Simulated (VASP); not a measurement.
Here is a VASP 6.6.1 calculation.

File INCAR:

```
ALGO = Normal
EDIFF = 1E-7
EDIFFG = -0.01
ENCUT = 600
GGA = CA
IBRION = 2
ISIF = 4
ISMEAR = 0
KPAR = 2
LASPH = T
LCHARG = F
LREAL = F
LWAVE = F
NELM = 80
NSW = 40
PREC = Accurate
SIGMA = 0.03
```

The input KPOINTS:

```
k-points
0
Gamma
  4 8 8
```

POSCAR

```
SnSe                                    
1.0
   11.4622345426      0.0000000000      0.0000000000
    0.0000000000      4.1715481766     -0.0000000000
    0.0000000000     -0.0000000000      4.3744026308
  Sn              Se            
     4     4
Direct
     0.1170280971248635    0.2500000000000000    0.0923359957896487
     0.3829719028751365    0.7500000000000000    0.5923359957896486
     0.6170280971248636    0.2500000000000000    0.4076640042103513
     0.8829719028751364    0.7500000000000000    0.9076640042103514
     0.3576942589116968    0.2500000000000000    0.0229218848228403
     0.1423057410883030    0.7500000000000000    0.5229218848228402
     0.8576942589116973    0.2500000000000000    0.4770781151771598
     0.6423057410883027    0.7500000000000000    0.9770781151771598
```

Potentials or basis: VASP PAW LDA potentials, release 64 (Sn_d, Se).

Launch:

```bash
$ cat potpaw_LDA.64/Sn_d/POTCAR potpaw_LDA.64/Se/POTCAR > POTCAR
$ mpirun -np 2 vasp_std > vasp.out
```

**Question.** Predict the energy gained by relaxing.

**Answer.** 2.6 meV/atom.

**Question.** Estimate the band gap on the k mesh.

**Answer.** 0.57 eV (least direct gap 0.80 eV).

Step by step:
| step | energy change (eV) | largest force (eV/Å) | pressure (GPa) |
| --- | --- | --- | --- |
| 1 | 0.0000 | 0.2027 | -2.19 |
| 2 | -0.0097 | 0.1400 | -1.98 |
| 3 | -0.0176 | 0.0303 | -1.47 |
| 4 | -0.0176 | 0.0272 | -1.49 |
| 5 | -0.0188 | 0.0126 | -1.45 |
| 6 | -0.0188 | 0.0116 | -1.45 |
| 7 | -0.0191 | 0.0111 | -1.44 |
| 8 | -0.0194 | 0.0179 | -1.42 |
| 9 | -0.0194 | 0.0186 | -1.42 |
| 10 | -0.0195 | 0.0172 | -1.42 |
| 11 | -0.0199 | 0.0131 | -1.41 |
| 12 | -0.0203 | 0.0189 | -1.40 |
| 13 | -0.0205 | 0.0090 | -1.39 |
| 14 | -0.0205 | 0.0105 | -1.39 |
| 15 | -0.0206 | 0.0095 | -1.38 |
| 16 | -0.0208 | 0.0076 | -1.38 |
| 17 | -0.0210 | 0.0113 | -1.37 |
| 18 | -0.0210 | 0.0069 | -1.38 |

Caveat: spin-orbit coupling is left out, which moves the levels of the heavy elements. A k mesh can miss the band edges.
